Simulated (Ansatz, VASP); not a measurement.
# Mg4H7F: VASP beside Ansatz

File INCAR:

```
PREC     = Accurate       # precision mode
ENCUT    = 600            # plane-wave cutoff, eV
EDIFF    = 1E-7           # SCF threshold, eV
ISMEAR   = 0              # smearing method
SIGMA    = 0.02           # smearing width, eV
LREAL    = False          # projectors in reciprocal space
LASPH    = True           # aspherical terms in the spheres
NELM     = 60             # most SCF steps
ALGO     = Normal         # electronic algorithm
ISIF     = 3              # what is computed and relaxed
LWAVE    = False          # write WAVECAR
LCHARG   = False          # write CHGCAR
GGA      = PS             # functional
IBRION   = 2              # ionic algorithm
NSW      = 100            # ionic steps
EDIFFG   = -0.005         # ionic threshold
```

The input KPOINTS:

```
Automatic mesh
0
Gamma
  6 6 6
```

The input POSCAR:

```
Mg4H7F
1.0
    0.0000000000      4.5277680600     -3.0278346200
    0.0000000000     -4.5277680600     -3.0278346200
   -4.5277680600      0.0000000000      3.0278346200
Mg F H
4 1 7
Direct
    0.5000000000      0.5000000000      0.0000000000
    0.0000000000      0.0000000000      0.0000000000
    0.2500000000      0.7500000000      0.5000000000
    0.7500000000      0.2500000000      0.5000000000
    0.5000000000      0.1940000000      0.6940000000
    0.0000000000      0.6940000000      0.6940000000
    0.5560000000      0.7500000000      0.8060000000
    0.0560000000      0.2500000000      0.8060000000
    0.5000000000      0.8060000000      0.3060000000
    0.0000000000      0.3060000000      0.3060000000
    0.9440000000      0.7500000000      0.1940000000
    0.4440000000      0.2500000000      0.1940000000
```

Input for Ansatz:

```yaml
crystal:
  lattice:
    - [0.0, 4.52776806, -3.02783462]
    - [0.0, -4.52776806, -3.02783462]
    - [-4.52776806, 0.0, 3.02783462]
  atoms:
    - { symbol: Mg, position: [0.5, 0.5, 0.0] }
    - { symbol: Mg, position: [0.0, 0.0, 0.0] }
    - { symbol: Mg, position: [0.25, 0.75, 0.5] }
    - { symbol: Mg, position: [0.75, 0.25, 0.5] }
    - { symbol: F, position: [0.5, 0.194, 0.694] }
    - { symbol: H, position: [0.0, 0.694, 0.694] }
    - { symbol: H, position: [0.556, 0.75, 0.806] }
    - { symbol: H, position: [0.056, 0.25, 0.806] }
    - { symbol: H, position: [0.5, 0.806, 0.306] }
    - { symbol: H, position: [0.0, 0.306, 0.306] }
    - { symbol: H, position: [0.944, 0.75, 0.194] }
    - { symbol: H, position: [0.444, 0.25, 0.194] }
basis:
  ecutwfc: 420
kpoints:
  mp_grid: { grid: [6, 6, 6] }
hamiltonian:
  xc: pbesol
scf:
  occupations: { method: gaussian, width: 0.02 }
output:
  forces: true
  stress: true
  eigenvalues: true
relax:
  adjacent_minimum: "off"
  f_tol: 0.005
  max_steps: 80
  cell: { stress_tol: 0.05 }
```

Alike in both runs: task relaxation of cell and atoms; functional PBEsol; k mesh 6 × 6 × 6; occupations gaussian, width 0.02 eV; no spin polarisation.

|  | VASP | Ansatz |
| --- | --- | --- |
| version | VASP 6.6.1 | Ansatz 0.2.0 |
| potentials or method | VASP PAW PBE potentials, release 64 (Mg, F, H), cutoff 600 eV | scalar-relativistic, plane waves, PAW |
| valence electrons in the cell | 22 | 54 |

```csv
,VASP,Ansatz,Ansatz less VASP
"gap on the k mesh at the Fermi level, each at its own relaxed structure (eV)",3.83,3.83,-0.006
relaxed volume (Å³/atom),10.18,10.23,+0.046
relaxed cell length with the largest relative difference (Å),5.417,5.426,+0.0082
```

VASP's potentials were made for PBE, not for PBEsol. VASP's potentials hold 22 valence electrons a cell and Ansatz's 54, so a difference there can come from the potentials and not from the codes.
